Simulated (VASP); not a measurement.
# H10CO5 in VASP: notebook, part 2 of 2

VASP 6.6.1. Earlier steps stand in the parts before.

## Step 4: Single point, PBE+D3(BJ)

INCAR reads:

```
ALGO     = Normal         # electronic algorithm
EDIFF    = 1E-7           # SCF threshold, eV
ENCUT    = 520            # plane-wave cutoff, eV
GGA      = PE             # functional
ISIF     = 2              # what is computed and relaxed
ISMEAR   = -1             # smearing method
IVDW     = 12             # dispersion correction
LASPH    = True           # aspherical terms in the spheres
LCHARG   = True           # write CHGCAR
LELF     = True           # ELF
LREAL    = Auto         
LVHAR    = True         
LWAVE    = False          # write WAVECAR
NBANDS   = 36             # bands
NELM     = 100            # most SCF steps
PREC     = Accurate       # precision mode
SIGMA    = 0.02           # smearing width, eV
```

KPOINTS reads:

```
k-points
0
Gamma
  1 1 1
```

POSCAR reads:

```
H10CO5
1.0
    5.8392500000      0.0000000000      0.0000000000
    0.0000000000      5.8392500000      0.0000000000
    0.0000000000      0.0000000000      5.8392500000
O H C
5 10 1
Direct
    0.2215010489      0.7143896905      0.9087639680
    0.5365072569      0.4173652438      0.6670548444
    0.1774542964      0.4638951920      0.3383824978
    0.8581581539      0.7276790684      0.5791668451
    0.6711820867      0.0454852935     -0.0788114912
    0.0831271139      0.7494284369      0.8089223787
    0.3191334504      0.5926103524      0.8342680995
    0.4371451813      0.4211842274      0.5285267800
    0.5656548358      0.2653251702      0.7144410669
    0.2044611894      0.5583593783      0.1996489275
    0.0765338014      0.5489917370      0.4407757846
    0.8033052190      0.8684848225      0.6639551312
    0.7386907565      0.6039474248      0.6065676243
    0.6307316864     -0.2775698934      0.0619086355
    0.5218307146     -0.0248833326      0.2272552126
    0.6097529648     -0.0822023376      0.0729545746
```

Launch:

```sh
$ cat potpaw_PBE.64/O/POTCAR potpaw_PBE.64/H/POTCAR potpaw_PBE.64/C/POTCAR > POTCAR
$ mpirun -np 1 vasp_gam > vasp.out
```

Run time: 35 s. Hardware: 1 thread of AMD EPYC 7R13, shared host; peak memory 0.27 GiB.

The run converged. Its results:

```
Free energy                : -81.3867 eV
Pressure                   : -1.3 GPa
Largest force              : 2.243 eV/Å
Dispersion energy per atom : -0.031 eV
```

Forces in eV/Å, atoms in the order of the input:
```
O   -0.075 -0.256 -0.274
O   -0.603  1.982 -0.860
O    0.921 -0.342 -0.157
O   -0.576  0.801  0.628
O    0.421  0.488 -0.590
H    1.190 -0.825  0.416
H   -0.785  0.782  0.039
H   -0.291 -0.265  0.023
H    0.286 -1.511  0.601
H   -0.476 -0.045  0.268
H   -0.191  0.453 -0.197
H    0.137 -1.060 -0.584
H    0.376  0.480  0.213
H    0.240  0.917 -0.030
H   -0.187  0.465  0.489
C   -0.388 -2.063  0.016
```

Stress tensor (GPa, compression positive):
```
-1.69  0.59 -0.77
 0.59 -1.02 -0.65
-0.77 -0.65 -1.27
```

Levels at points of the mesh, in eV from the Fermi level:
```csv
k point,band 20,band 21,band 22,band 23,band 24,band 25
"(0.00, 0.00, 0.00)",-0.88,-0.63,-0.56,3.48,4.59,7.65
```

Caveat: the k points lie up to 1.08 Å⁻¹ apart, too coarse for converged energies, forces and pressures; the atoms stand as in a frame of molecular dynamics.

## Step 5: Single point, PBE+D3(BJ)

INCAR reads:

```
  ALGO = Normal
  EDIFF = 1E-6
  ENCUT = 520
  GGA = PE
  ISIF = 2
  ISMEAR = -1
  IVDW = 12
  LASPH = T
  LCHARG = F
  LREAL = Auto
  LWAVE = F
  NBANDS = 36
  NELM = 60
  PREC = Accurate
  SIGMA = 0.02
```

KPOINTS is that of step 4.

POSCAR reads:

```
H10CO5
1.0
    5.8392500000      0.0000000000      0.0000000000
    0.0000000000      5.8392500000      0.0000000000
    0.0000000000      0.0000000000      5.8392500000
O H C
5 10 1
Direct
    0.2292417691      0.6593141242      0.9401207347
    0.5385451899      0.4445947682      0.6209530334
    0.2060538597      0.5168985743      0.3581795607
    0.8913987242      0.7233120692      0.6442265702
    0.6207817785      0.0369568010     -0.1220019694
    0.0957999743      0.6806867320      0.8338399623
    0.3198184698      0.5487862311      0.8365800402
    0.4308772531      0.4793595068      0.4857815644
    0.5283555251      0.2786487991      0.6596052575
    0.1877809650      0.5432375733      0.2005565783
    0.0857986899      0.5908121762      0.4512565826
    0.8071070771      0.8694095988      0.7031896220
    0.7664682964      0.6002825705      0.6504431220
    0.6722781179     -0.2610609239      0.0621141414
    0.4732970844     -0.0546816800      0.1783790727
    0.5825919425     -0.0959883547      0.0391831143
```

Potentials or basis: VASP PAW PBE potentials, release 64 (O, H, C).

Launch:

```sh
$ cat potpaw_PBE.64/O/POTCAR potpaw_PBE.64/H/POTCAR potpaw_PBE.64/C/POTCAR > POTCAR
$ mpirun -np 1 vasp_gam > vasp.out
```

OUTCAR:

```text
EDIFF = 1E-6
   ENCUT = 520
   GGA = PE
   ISIF = 2
   ISMEAR = -1
   IVDW = 12
   LASPH = T
   LREAL = Auto
   NELM = 60
   PREC = Accurate
 IVDW          = 12

 ion  position               nearest neighbor table
   1  0.229  0.659  0.940-   6 1.00   7 1.03
   2  0.539  0.445  0.621-   9 1.00   8 1.03
   3  0.206  0.517  0.358-  10 0.94  11 0.99
   4  0.891  0.723  0.644-  13 1.02  12 1.04
   5  0.621  0.037  0.878-  16 1.24
   6  0.096  0.681  0.834-   1 1.00
   7  0.320  0.549  0.837-   1 1.03
   8  0.431  0.479  0.486-   2 1.03
   9  0.528  0.279  0.660-   2 1.00
  10  0.188  0.543  0.201-   3 0.94
  11  0.086  0.591  0.451-   3 0.99
  12  0.807  0.869  0.703-   4 1.04
  13  0.766  0.600  0.650-   4 1.02
  14  0.672  0.739  0.062-  16 1.11
  15  0.473  0.945  0.178-  16 1.06
  16  0.583  0.904  0.039-  15 1.06  14 1.11   5 1.24

  LATTYP: Found a simple cubic cell.
 ALAT       =     5.8392500000

  Lattice vectors:

 A1 = (   5.8392500000,   0.0000000000,   0.0000000000)
 A2 = (   0.0000000000,   5.8392500000,   0.0000000000)
 A3 = (   0.0000000000,   0.0000000000,   5.8392500000)

Analysis of symmetry for initial positions (statically):
=====================================================================
 Subroutine PRICEL returns:
 Original cell was already a primitive cell.

 Routine SETGRP: Setting up the symmetry group for a
 simple cubic supercell.

 Subroutine GETGRP returns: Found  1 space group operations
 (whereof  1 operations were pure point group operations)
 out of a pool of 48 trial point group operations.

The static configuration has the point symmetry C_1 .

Analysis of symmetry for dynamics (positions and initial velocities):
=====================================================================
 Subroutine PRICEL returns:
[... 134 lines left out ...]
  volume/ion in A,a.u.               =      12.44        83.97
  Fermi-wavevector in a.u.,A,eV,Ry     =   0.989772  1.870399 13.328938  0.979649
  Thomas-Fermi vector in A             =   2.121395
   LORBIT       =      0    0 simple, 1 ext, 2 COOP (PROOUT), +10 PAW based schemes
   GGA     = PE    functional components
   LHFCALC =     F    Hartree Fock is set to
   AEXX    =    0.0000 exact exchange contribution
   IVDW    =    12    specifies the selected vdW correction
   LEPSILON=     F    determine dielectric tensor
   LRPA    =     F    only Hartree local field effects (RPA)
 non-spin polarized calculation
  energy-cutoff  :      520.00
  volume of cell :      199.10
 maximum number of plane-waves:      2689
 NGX is ok and might be reduce to    42
   NGX = 21   NGY = 21   NGZ = 21

 number of electron      44.0000009 magnetization

 Free energy of the ion-electron system (eV)
  ---------------------------------------------------
  ext. energy  EPLUGINS =         0.00000000
  ---------------------------------------------------
  free energy    TOTEN  =       -80.81883193 eV

  energy without entropy =      -80.81883193  energy(sigma->0) =      -80.81883193

 E-fermi :  -3.5326     XC(G=0):  -6.0751

 val. band max:       -4.0712177754   @ k =   0.0000   0.0000   0.0000
 cond. band min:      -0.0811257671   @ k =   0.0000   0.0000   0.0000
 fundamental gap:      3.9900920083
 Fermi energy:        -3.5325784577

 k-point     1 :       0.0000    0.0000    0.0000
  band No.  band energies     occupation
      1     -24.1151      2.00000
      2     -22.6952      2.00000
      3     -21.9073      2.00000
      4     -21.8669      2.00000
      5     -21.6040      2.00000
      6     -13.4925      2.00000
[... 26 lines left out ...]
     33       7.3453      0.00000
     34       7.6255      0.00000
 [bands above 34 left out]

------------------------ aborting loop because EDIFF is reached ----------------------------------------

 Edisp (eV)   -0.50363

 E8    (eV) :    -0.1074

  FORCE on cell =-STRESS in cart. coord.  units (eV):
  Direction    XX          YY          ZZ          XY          YZ          ZX
  --------------------------------------------------------------------------------------
  -------------------------------------------------------------------------------------
  Total      -0.46356    -3.18140     2.38950    -0.05140    -0.71117     0.70387
  in kB      -3.73034   -25.60104    19.22858    -0.41366    -5.72288     5.66408
  external pressure =       -3.37 kB  Pullay stress =        0.00 kB

 VOLUME and BASIS-vectors are now :
 -----------------------------------------------------------------------------
  energy-cutoff  :      520.00
  volume of cell :      199.10
      direct lattice vectors                 reciprocal lattice vectors
     5.839250000  0.000000000  0.000000000     0.171254870  0.000000000  0.000000000
     0.000000000  5.839250000  0.000000000     0.000000000  0.171254870  0.000000000
     0.000000000  0.000000000  5.839250000     0.000000000  0.000000000  0.171254870

 POSITION                                       TOTAL-FORCE (eV/Angst)
 -----------------------------------------------------------------------------------
      1.33860      3.84990      5.48960         0.886116     -1.257013     -1.365541
      3.14470      2.59610      3.62590        -0.140614     -0.808577      0.221819
      1.20320      3.01830      2.09150         0.207915     -0.883173      2.730634
      5.20510      4.22360      3.76180        -1.294576      0.904494      0.639135
      3.62490      0.21580      5.12685         0.057105     -0.701862      0.470152
      0.55940      3.97470      4.86900        -0.297918      0.507814      0.173774
[... 8 lines left out ...]
      2.76370      5.51995      1.04160        -1.043097      0.662085      0.988842
      3.40190      5.27875      0.22880         0.655378      0.124275     -1.113801
 -----------------------------------------------------------------------------------
    total drift:                               -0.009714     -0.011291      0.013181

  FREE ENERGIE OF THE ION-ELECTRON SYSTEM (eV)
  ---------------------------------------------------
  free  energy   TOTEN  =       -81.3224579806 eV

  energy  without entropy=      -81.3224579806  energy(sigma->0) =      -81.32245798
```

OSZICAR:

```text
N       E                     dE             d eps       ncg     rms          rms(c)
DAV:   1     0.363807525747E+03    0.36381E+03   -0.23557E+04    72   0.110E+03
DAV:   2    -0.486183730670E+02   -0.41243E+03   -0.39256E+03    92   0.275E+02
DAV:   3    -0.874892596628E+02   -0.38871E+02   -0.38591E+02    96   0.912E+01
DAV:   4    -0.881018712314E+02   -0.61261E+00   -0.61179E+00    96   0.130E+01
DAV:   5    -0.881114026659E+02   -0.95314E-02   -0.95244E-02    88   0.155E+00    0.167E+01
DAV:   6    -0.812932165117E+02    0.68182E+01   -0.19380E+01    96   0.223E+01    0.678E+00
DAV:   7    -0.809696907460E+02    0.32353E+00   -0.13923E+00    88   0.541E+00    0.409E+00
DAV:   8    -0.808284952916E+02    0.14120E+00   -0.30841E-01    88   0.308E+00    0.869E-01
DAV:   9    -0.808174084963E+02    0.11087E-01   -0.30026E-02    96   0.114E+00    0.299E-01
DAV:  10    -0.808193444954E+02   -0.19360E-02   -0.17843E-02    80   0.798E-01    0.211E-01
DAV:  11    -0.808192481333E+02    0.96362E-04   -0.52397E-03    80   0.414E-01    0.790E-02
DAV:  12    -0.808189588270E+02    0.28931E-03   -0.55245E-04    80   0.139E-01    0.424E-02
DAV:  13    -0.808188440511E+02    0.11478E-03   -0.22120E-04    96   0.884E-02    0.129E-02
DAV:  14    -0.808188325594E+02    0.11492E-04   -0.26134E-05    80   0.320E-02    0.446E-03
DAV:  15    -0.808188319271E+02    0.63225E-06   -0.20866E-06    80   0.886E-03
   1 F= -.81322458E+02 E0= -.81322458E+02  d E =-.224886E-11
```

stdout:

```text
POSCAR found type information on POSCAR O H C
 POSCAR found :  3 types and      16 ions
 scaLAPACK will be used
 LDA part: xc-table for (Slater+PW92), standard interpolation
 POSCAR, INCAR and KPOINTS ok, starting setup
 FFT: planning ... GRIDC
 FFT: planning ... GRID_SOFT
 FFT: planning ... GRID
 WAVECAR not read
 entering main loop
```

It took 31 s on 1 thread of AMD EPYC 7R13, shared host; peak memory 0.28 GiB.

What came out:

| Quantity | Value |
| --- | --- |
| Free energy | -81.3225 eV |
| Pressure | -0.3 GPa |
| Largest force | 2.877 eV/Å |
| Dispersion energy per atom | -0.031 eV |

Forces on the atoms (eV/Å):
```
O    0.886 -1.257 -1.366
O   -0.141 -0.809  0.222
O    0.208 -0.883  2.731
O   -1.295  0.904  0.639
O    0.057 -0.702  0.470
H   -0.298  0.508  0.174
H   -0.122  1.022  1.023
H   -0.131 -0.290  0.417
H    0.179  0.946 -0.157
H   -0.353  0.771 -2.389
H    0.081  0.169 -0.424
H    0.826 -1.395 -0.616
H    0.291  0.440 -0.210
H    0.199 -0.211 -0.390
H   -1.043  0.662  0.989
C    0.655  0.124 -1.114
```

Levels at points of the mesh, in eV from the Fermi level:
```tsv
k point	band 18	band 19	band 20	band 21	band 22	band 23	band 24	band 25	band 26	band 27
(0.00, 0.00, 0.00)	-1.24	-0.91	-0.75	-0.70	-0.54	3.45	4.79	7.81	8.16	8.63
```

Caveat: the k points lie up to 1.08 Å⁻¹ apart, too coarse for converged energies, forces and pressures; the atoms stand as in a frame of molecular dynamics.

## Step 6: Summary

| cell | pressure (GPa) | largest force (eV/Å) |
| --- | --- | --- |
| as given, atomic positions A | 0.2 | 1.83 |
| as given, atomic positions B | -1.8 | 2.67 |
| as given, atomic positions C | -1.3 | 2.24 |
| as given, atomic positions D | -0.3 | 2.88 |

Alike in all rows: task single point; level PBE+D3(BJ); potentials or basis VASP PAW PBE potentials, release 64 (O, H, C); no spin polarisation; k mesh 1 × 1 × 1; cutoff (eV) 520; smearing fermi-dirac 0.02 eV.

Caveats: all runs use coarse meshes; the atoms stand as in a frame of molecular dynamics (at least some runs).

Total energies depend on the potentials used, so only differences within one code and one set of settings carry meaning.
